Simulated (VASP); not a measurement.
Set up this calculation in VASP 6.6.1, as the native input.

| Item | Value |
| --- | --- |
| Task | single point |
| Functional | LDA |
| Potentials or basis | VASP PAW LDA potentials, release 64 (Pd) |
| Cutoff | 400 eV |
| k mesh | 3 × 3 × 3 |
| Occupations | gaussian, width 0.1 eV |
| Spin | no spin polarisation |
| Dipole correction | no |
| Further INCAR settings | ALGO = Normal; EDIFF = 1e-06; NBANDS = 44 |

The structure of Pd lies in POSCAR:

```
Pd
1.0
    0.0000000000      3.8930000000      3.8930000000
    3.8930000000      0.0000000000      3.8930000000
    3.8930000000      3.8930000000      0.0000000000
Pd
7
Direct
    0.0000000000      0.0000000000      0.3333334190
    0.0000000000      0.5000000000      0.0000000000
    0.0000000000      0.5000000000      0.5000000000
    0.5000000000      0.0000000000      0.0000000000
    0.5000000000      0.0000000000      0.5000000000
    0.5000000000      0.5000000000      0.0000000000
    0.5000000000      0.5000000000      0.5000000000
```

These files were run (other wordings do the same):

INCAR

```
SYSTEM = Pd
PREC     = Accurate       ! precision mode
ENCUT    = 400            ! plane-wave cutoff, eV
EDIFF    = 1E-6           ! SCF threshold, eV
ISMEAR   = 0              ! smearing method
SIGMA    = 0.1            ! smearing width, eV
LREAL    = .False.        ! projectors in reciprocal space
LASPH    = .True.         ! aspherical terms in the spheres
NELM     = 120            ! most SCF steps
ALGO     = Normal         ! electronic algorithm
ISIF     = 2              ! what is computed and relaxed
LWAVE    = .False.        ! write WAVECAR
LCHARG   = .False.        ! write CHGCAR
GGA      = CA             ! functional
NBANDS   = 44             ! bands
GGA_COMPAT= .False.
```

KPOINTS

```
Automatic mesh
0
Gamma
  3 3 3
  0 0 0
```

Potentials or basis: VASP PAW LDA potentials, release 64 (Pd).

Run with:

```console
$ cat potpaw_LDA.64/Pd/POTCAR > POTCAR
$ mpirun -np 1 vasp_std > vasp.out
```

Results of the run:

```
Pressure               : -9.4 GPa
Largest force          : 1.405 eV/Å
Band gap on the k mesh : zero (bands 35 and 36 overlap by 0.58 eV)
```

Caveat: the k points lie up to 0.47 Å⁻¹ apart, too coarse for converged energies and pressures of a metal; forces of over 1 eV/Å act on the atoms, so gaps and moduli don't describe the material at rest.

Run time: 14 s on 1 thread of Intel(R) Xeon(R) 6975P-C (Granite Rapids), on a shared host, peak memory 0.17 GiB.
